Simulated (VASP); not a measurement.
# BaTiO3 (P4mm) in VASP: single point with r2SCAN

Aim: the single point of BaTiO3 with r2SCAN.

All numbers are computed with VASP 6.6.1; they aren't measurements. Logs are shortened: lines on timing, memory, paths and dates and some standing lists are left out, and cuts for length are marked.

## (1) The cell of the first run

It takes space group P4mm (No. 99, tetragonal). Conventional cell: a = 4.009 Å, b = 4.009 Å, c = 4.026 Å, α = 90.00°, β = 90.00°, γ = 90.00°. Within 3.7 Å of Ba (site symmetry 4mm) lie 12 O at 2.80 to 2.88 Å and 8 Ti at 3.44 to 3.52 Å. Within 2.5 Å of Ti (site symmetry 4mm) lie 6 O at 1.88 to 2.15 Å. Within 2.5 Å of O (site symmetry 4mm) lie 2 Ti at 1.88 to 2.15 Å. O (site symmetry 2mm) has 2 Ti at 2.01 Å and 4 Ba at 2.80 to 2.88 Å and 8 O at 2.83 to 2.84 Å within 2.9 Å.

## (2) Single point, r2SCAN, collinear spin, zero start

File POSCAR:

```
BaTiO3
1.0
    4.0085769300      4.0085769300      0.0000000000
    0.0000000000      4.0085769300      4.0257140300
    4.0085769300      0.0000000000      4.0257140300
Ba Ti O
2 2 6
Direct
    0.0000000000      0.0000000000      0.0000000000
    0.5000000000      0.5000000000      0.5000000000
    0.2590000000      0.2410000000      0.2410000000
    0.7590000000      0.7410000000      0.7410000000
    0.4920000000      0.0080000000      0.0080000000
    0.9920000000      0.5080000000      0.5080000000
    0.4925000000      0.5075000000      0.0075000000
    0.9925000000      0.0075000000      0.5075000000
    0.4925000000      0.0075000000      0.5075000000
    0.9925000000      0.5075000000      0.0075000000
```

File INCAR.step1:

```
PREC = Accurate
ENCUT = 520
ISMEAR = 1
SIGMA = 0.0441
LREAL = False
LASPH = True
NELM = 150
ISPIN = 2
MAGMOM = 0 0 0 0 0 0 0 0 0 0
LMAXMIX = 4
NBANDS = 55
GGA = PE
ALGO = Normal
EDIFF = 1E-4
LWAVE = True
LCHARG = False
```

File INCAR.step2:

```
PREC = Accurate
ENCUT = 520
EDIFF = 1E-6
ISMEAR = 1
SIGMA = 0.0441
LREAL = False
LASPH = True
NELM = 150
ALGO = Normal
ISIF = 2
LWAVE = False
LCHARG = False
ISPIN = 2
MAGMOM = 0 0 0 0 0 0 0 0 0 0
LORBIT = 11
LMAXMIX = 4
METAGGA = R2SCAN
LMIXTAU = True
NBANDS = 55
ISTART = 1
```

File KPOINTS:

```
Automatic mesh
0
Gamma
  5 5 5
```

Potentials or basis: VASP PAW PBE potentials, release 64 (Ba_sv, Ti_sv, O).

Run with:

```sh
cat potpaw_PBE.64/Ba_sv/POTCAR potpaw_PBE.64/Ti_sv/POTCAR potpaw_PBE.64/O/POTCAR > POTCAR
cp INCAR.step1 INCAR
mpirun -np 1 vasp_std > vasp.out
cp INCAR.step2 INCAR
mpirun -np 1 vasp_std > vasp.out
```

OUTCAR:

```text
PREC = Accurate
   ENCUT = 520
   EDIFF = 1E-6
   ISMEAR = 1
   LREAL = False
   LASPH = True
   NELM = 150
   ISIF = 2
   ISPIN = 2
   LORBIT = 11
   METAGGA = R2SCAN
   ISTART = 1

 ion  position               nearest neighbor table
   1  0.000  0.000  0.000-   7 2.80   8 2.80   9 2.80  10 2.80   6 2.84   5 2.84   6 2.84   5 2.84
                            10 2.88   7 2.88   9 2.88   8 2.88   3 3.44   4 3.44   3 3.44   4 3.44
   2  0.500  0.500  0.500-   7 2.80   8 2.80   9 2.80  10 2.80   5 2.84   6 2.84   5 2.84   6 2.84
                             9 2.88   8 2.88  10 2.88   7 2.88   4 3.44   3 3.44   4 3.44   3 3.44
   3  0.259  0.241  0.241-   5 1.88   7 2.01   8 2.01   9 2.01  10 2.01   6 2.15   1 3.44   1 3.44
                             2 3.44   2 3.44   2 3.52   1 3.52   1 3.52   2 3.52
   4  0.759  0.741  0.741-   6 1.88   7 2.01   8 2.01   9 2.01  10 2.01   5 2.15   2 3.44   2 3.44
                             1 3.44   1 3.44   2 3.52   2 3.52   1 3.52   1 3.52
   5  0.492  0.008  0.008-   3 1.88   4 2.15   1 2.84   1 2.84   2 2.84   2 2.84
   6  0.992  0.508  0.508-   4 1.88   3 2.15   2 2.84   2 2.84   1 2.84   1 2.84
   7  0.492  0.508  0.008-   3 2.01   4 2.01   1 2.80   2 2.80   1 2.88   2 2.88
   8  0.992  0.008  0.508-   3 2.01   4 2.01   1 2.80   2 2.80   2 2.88   1 2.88
   9  0.492  0.008  0.508-   3 2.01   4 2.01   1 2.80   2 2.80   1 2.88   2 2.88
  10  0.992  0.508  0.008-   3 2.01   4 2.01   1 2.80   2 2.80   2 2.88   1 2.88

  LATTYP: Found a body centered tetragonal cell.
 ALAT       =     5.6689838602
 C/A-ratio  =     1.4202594783

  Lattice vectors:

 A1 = (   0.0000000000,   4.0085769300,   4.0257140300)
 A2 = (   0.0000000000,  -4.0085769300,   4.0257140300)
 A3 = (   4.0085769300,   0.0000000000,  -4.0257140300)

Analysis of symmetry for initial positions (statically):
=====================================================================
 Subroutine PRICEL returns following result:

  LATTYP: Found a simple tetragonal cell.
 ALAT       =     4.0085769300
 C/A-ratio  =     1.0042751082
[... 12 lines left out ...]
 Subroutine GETGRP returns: Found  8 space group operations
 (whereof  8 operations were pure point group operations)
 out of a pool of 16 trial point group operations.

The static configuration has the point symmetry C_4v.

Analysis of symmetry for dynamics (positions and initial velocities):
=====================================================================
 Subroutine PRICEL returns following result:

  LATTYP: Found a simple tetragonal cell.
 ALAT       =     4.0085769300
 C/A-ratio  =     1.0042751082
[... 12 lines left out ...]
 Subroutine GETGRP returns: Found  8 space group operations
 (whereof  8 operations were pure point group operations)
 out of a pool of 16 trial point group operations.

The dynamic configuration has the point symmetry C_4v.

Analysis of structural, dynamic, and magnetic symmetry:
=====================================================================
 Subroutine PRICEL returns following result:

  LATTYP: Found a simple tetragonal cell.
 ALAT       =     4.0085769300
 C/A-ratio  =     1.0042751082
[... 12 lines left out ...]
 Subroutine GETGRP returns: Found  8 space group operations
 (whereof  8 operations were pure point group operations)
 out of a pool of 16 trial point group operations.

The overall configuration has the point symmetry C_4v.

 Subroutine INISYM returns: Found  8 space group operations
 (whereof  8 operations are pure point group operations),
 and found     2 'primitive' translations

----------------------------------------------------------------------------------------

                                     Primitive cell

  volume of cell :      64.6879

  direct lattice vectors                    reciprocal lattice vectors
     0.000000000  4.008576930  0.000000000     0.000000000  0.249465089  0.000000000
    -4.008576930  0.000000000  0.000000000    -0.249465089  0.000000000  0.000000000
     0.000000000  0.000000000  4.025714030     0.000000000  0.000000000  0.248403139

  length of vectors
     4.008576930  4.008576930  4.025714030     0.249465089  0.249465089  0.248403139

  position of ions in fractional coordinates (direct lattice)
     0.000000000  0.000000000  0.000000000
     0.500000000  0.500000000  0.482000000
     0.500000000  0.500000000  0.016000000
     0.000000000  0.500000000  0.515000000
     0.500000000  0.000000000  0.515000000

  ion indices of the primitive-cell ions
   primitive index   ion index
                 1           1
                 2           3
                 3           5
                 4           8
                 5          10

----------------------------------------------------------------------------------------

 KPOINTS: Automatic mesh

Automatic generation of k-mesh.
 Grid dimensions read from file:
 generate k-points for:    5    5    5

 Generating k-lattice:

  Cartesian coordinates                     Fractional coordinates (reciprocal lattice)
     0.024946509  0.024946509 -0.024840314     0.200000000  0.000000000  0.000000000
    -0.024946509  0.024946509  0.024840314     0.000000000  0.200000000  0.000000000
     0.024946509 -0.024946509  0.024840314     0.000000000  0.000000000  0.200000000

  Length of vectors
     0.043147396  0.043147396  0.043147396

  Shift w.r.t. Gamma in fractional coordinates (k-lattice)
     0.000000000  0.000000000  0.000000000

 Subroutine IBZKPT returns following result:
 ===========================================

 Found     18 irreducible k-points:

 Following reciprocal coordinates:
            Coordinates               Weight
  0.000000  0.000000  0.000000      1.000000
  0.200000  0.000000  0.000000      8.000000
  0.400000  0.000000  0.000000      8.000000
  0.200000  0.200000  0.000000      4.000000
  0.400000  0.200000  0.000000     16.000000
 -0.400000  0.200000  0.000000     16.000000
[... 10 lines left out ...]
  0.000000  0.400000  0.400000      2.000000
 -0.200000  0.400000  0.400000      4.000000
   k-points           NKPTS =     18   k-points in BZ     NKDIM =     18   number of bands    NBANDS=     55
   number of dos      NEDOS =    301   number of ions     NIONS =     10
   total plane-waves  NPLWV =  74088
   dimension x,y,z NGX =    42 NGY =   42 NGZ =   42
   dimension x,y,z NGXF=    84 NGYF=   84 NGZF=   84
   ions per type =               2   2   6
   NGX,Y,Z   is equivalent  to a cutoff of  12.32, 12.29, 12.29 a.u.
   NGXF,Y,Z  is equivalent  to a cutoff of  24.63, 24.58, 24.58 a.u.
 SYSTEM =  unknown system
   PREC   = accura    normal or accurate (medium, high low for compatibility)
   ISTART =      1    job   : 0-new  1-cont  2-samecut
   ICHARG =      0    charge: 1-file 2-atom 10-const
   ISPIN  =      2    spin polarized calculation?
   LNONCOLLINEAR =      F non collinear calculations
   LSORBIT =      F    spin-orbit coupling
   LASPH  =      T    aspherical Exc in radial PAW
   ENCUT  =  520.0 eV  38.22 Ry    6.18 a.u.  10.54 10.56 10.56*2*pi/ulx,y,z
   NELM   =    150;   NELMIN=  2; NELMDL=  0     # of ELM steps
   EDIFF  = 0.1E-05   stopping-criterion for ELM
   LREAL  =      F    real-space projection
   EDIFFG = 0.1E-04   stopping-criterion for IOM
   NSW    =      0    number of steps for IOM
   IBRION =     -1    ionic relax: 0-MD 1-quasi-New 2-CG
   NFREE  =      0    steps in history (QN), initial steepest desc. (CG)
   ISIF   =      2    stress and relaxation
   ISYM   =      2    0-nonsym 1-usesym 2-fastsym
   POTIM  = 0.5000    time-step for ionic-motion
   TEBEG  =    0.0;   TEEND  =   0.0 temperature during run
   PSTRESS=    0.0 pullay stress
   NELECT =      80.0000    total number of electrons
   NUPDOWN=      -1.0000    fix difference up-down
   EMIN   =  10.00;   EMAX   =-10.00  energy-range for DOS
   EFERMI =   0.00;   METHOD = LEGACY
   ISMEAR =     1;   SIGMA  =   0.04  broadening in eV -4-tet -1-fermi 0-gaus
   EFERMI_NEDOS =   21; number of points for ismear=-14 and -15
   IALGO  =     38    algorithm
   IMIX   =      4    mixing-type and parameters
     AMIX     =   0.40;   BMIX     =  1.00
     AMIX_MAG =   1.60;   BMIX_MAG =  1.00
  volume/ion in A,a.u.               =      12.94        87.31
  Fermi-wavevector in a.u.,A,eV,Ry     =   1.394720  2.635639 26.466651  1.945244
  Thomas-Fermi vector in A             =   2.518242
   LORBIT       =     11    0 simple, 1 ext, 2 COOP (PROOUT), +10 PAW based schemes
   METAGGA = R2SCAN    functional components
   LHFCALC =     F    Hartree Fock is set to
   AEXX    =    0.0000 exact exchange contribution
   IVDW    =     0    specifies the selected vdW correction
   LEPSILON=     F    determine dielectric tensor
   LRPA    =     F    only Hartree local field effects (RPA)
 spin polarized calculation
 Methfessel and Paxton  Order N= 1 SIGMA  =   0.04
  energy-cutoff  :      520.00
  volume of cell :      129.38
 maximum number of plane-waves:      3507
 NGX is ok and might be reduce to    42
   NGX = 21   NGY = 21   NGZ = 21

 number of electron      79.9999993 magnetization       0.0000001

 Free energy of the ion-electron system (eV)
  ---------------------------------------------------
  ext. energy  EPLUGINS =         0.00000000
  ---------------------------------------------------
  free energy    TOTEN  =      -148.49105242 eV

  energy without entropy =     -148.49112999  energy(sigma->0) =     -148.49107828

 E-fermi :   3.5441     XC(G=0): -11.8636

 val. band max:        3.5168754626   @ k =   0.0000   0.0000   0.0000
 cond. band min:       5.6673322341   @ k =   0.0000   0.0000   0.0000
 fundamental gap:      2.1504567716
 Fermi energy:         3.5440575562

 spin component 1

 k-point     1 :       0.0000    0.0000    0.0000
  band No.  band energies     occupation
      1     -55.3436      1.00000
      2     -55.3404      1.00000
      3     -30.5910      1.00000
      4     -30.5468      1.00000
      5     -30.5467      1.00000
      6     -30.5424      1.00000
[... 979 lines left out ...]
     51      11.2560      0.00000
     52      11.8731      0.00000
 Fermi energy:         3.5440575562

 spin component 2

 k-point     1 :       0.0000    0.0000    0.0000
  band No.  band energies     occupation
      1     -55.3436      1.00000
      2     -55.3404      1.00000
      3     -30.5910      1.00000
      4     -30.5468      1.00000
      5     -30.5467      1.00000
      6     -30.5424      1.00000
[... 979 lines left out ...]
     51      11.2560      0.00000
     52      11.8731      0.00000
 [bands above 52 left out]

------------------------ aborting loop because EDIFF is reached ----------------------------------------

  FORCE on cell =-STRESS in cart. coord.  units (eV):
  Direction    XX          YY          ZZ          XY          YZ          ZX
  --------------------------------------------------------------------------------------
  -------------------------------------------------------------------------------------
  Total       -0.2239183     -0.2239183      1.0630201      0.0000000      0.0000000     -0.0000000
  in kB       -2.7729809     -2.7729809     13.1643284      0.0000000      0.0000000     -0.0000000
  external PRESSURE =       2.5394555 kB  Pullay stress =       0.0000000 kB

 VOLUME and BASIS-vectors are now :
 -----------------------------------------------------------------------------
  energy-cutoff  :      520.00
  volume of cell :      129.38
      direct lattice vectors                 reciprocal lattice vectors
     4.008576930  4.008576930  0.000000000     0.124732544  0.124732544 -0.124201569
     0.000000000  4.008576930  4.025714030    -0.124732544  0.124732544  0.124201569
     4.008576930  0.000000000  4.025714030     0.124732544 -0.124732544  0.124201569

 POSITION                                       TOTAL-FORCE (eV/Angst)
 -----------------------------------------------------------------------------------
      0.00000      0.00000      0.00000         0.000000      0.000000     -0.072490
      4.00858      4.00858      4.02571         0.000000      0.000000     -0.072490
      2.00429      2.00429      1.94039         0.000000      0.000000      0.094067
      6.01287      6.01287      5.96611         0.000000      0.000000      0.094067
      2.00429      2.00429      0.06441         0.000000      0.000000      0.385276
      6.01287      6.01287      4.09013         0.000000      0.000000      0.385276
      2.00429      4.00858      2.07324         0.000000      0.000000     -0.203427
      6.01287      4.00858      2.07324         0.000000      0.000000     -0.203427
      4.00858      2.00429      2.07324         0.000000      0.000000     -0.203427
      4.00858      6.01287      2.07324         0.000000      0.000000     -0.203427
 -----------------------------------------------------------------------------------
    total drift:                                0.000004      0.000003     -0.002462

  FREE ENERGIE OF THE ION-ELECTRON SYSTEM (eV)
  ---------------------------------------------------
  free  energy   TOTEN  =      -148.4910524183 eV

  energy  without entropy=     -148.4911299945  energy(sigma->0) =     -148.49107828

 total charge

# of ion       s       p       d       tot
------------------------------------------
    1        2.018   5.668   0.301   7.987
    2        2.018   5.668   0.301   7.987
    3        2.208   6.266   1.654  10.128
    4        2.208   6.266   1.654  10.128
    5        1.571   3.497   0.000   5.068
    6        1.571   3.497   0.000   5.068
    7        1.567   3.495   0.000   5.062
    8        1.567   3.495   0.000   5.062
    9        1.567   3.495   0.000   5.062
   10        1.567   3.495   0.000   5.062
--------------------------------------------------
tot         17.860  44.844   3.910  66.614

 magnetization (x)

# of ion       s       p       d       tot
------------------------------------------
    1        0.000   0.000  -0.000  -0.000
    2        0.000   0.000  -0.000  -0.000
    3        0.000  -0.000  -0.000  -0.000
    4        0.000  -0.000  -0.000  -0.000
    5       -0.000  -0.000   0.000  -0.000
    6       -0.000  -0.000   0.000  -0.000
    7        0.000   0.000   0.000   0.000
    8        0.000   0.000   0.000   0.000
    9        0.000   0.000   0.000   0.000
   10        0.000   0.000   0.000   0.000
--------------------------------------------------
tot          0.000   0.000  -0.000   0.000
```

It took 34 min on 1 thread of Oxide Virtual Turin-like, shared host; peak memory 0.43 GiB.

What came out:

```yaml
Free_energy: -148.4911 eV
Pressure: 0.3 GPa
Largest_force: 0.385 eV/Å
Band_gap_on_the_k_mesh: 2.15 eV
Net_moment: 0.00 μB per cell
Valence_electrons_inside_the_program's_atomic_spheres: Ba 7.99; Ti 10.13; O 5.07, 5.06 (each value once)
```

Forces on the atoms (eV/Å):
```
Ba   0.000  0.000 -0.072
Ba   0.000  0.000 -0.072
Ti   0.000  0.000  0.094
Ti   0.000  0.000  0.094
O    0.000  0.000  0.385
O    0.000  0.000  0.385
O    0.000  0.000 -0.203
O    0.000  0.000 -0.203
O    0.000  0.000 -0.203
O    0.000  0.000 -0.203
```

Levels at points of the mesh, in eV from the valence-band top:
Spin up:
| k point | band 37 | band 38 | band 39 | band 40 | band 41 | band 42 | band 43 | band 44 |
| --- | --- | --- | --- | --- | --- | --- | --- | --- |
| (0.00, 0.00, 0.00) | -0.34 | -0.12 | -0.12 | 0.00 | 2.15 | 2.43 | 2.43 | 4.21 |
Spin down:
```
           k point  band 36  band 37  band 38  band 39  band 40  band 41  band 42  band 43  band 44  band 45
(0.00, 0.00, 0.00)    -0.34    -0.34    -0.12    -0.12     0.00     2.15     2.43     2.43     4.21     4.36
```

Caveat: the PAW data sets were made with another functional, which shifts forces and pressure a little; spin-orbit coupling is left out, which moves the levels of the heavy elements. r2SCAN opens gaps a little over a GGA but as a rule still falls short of measured ones.
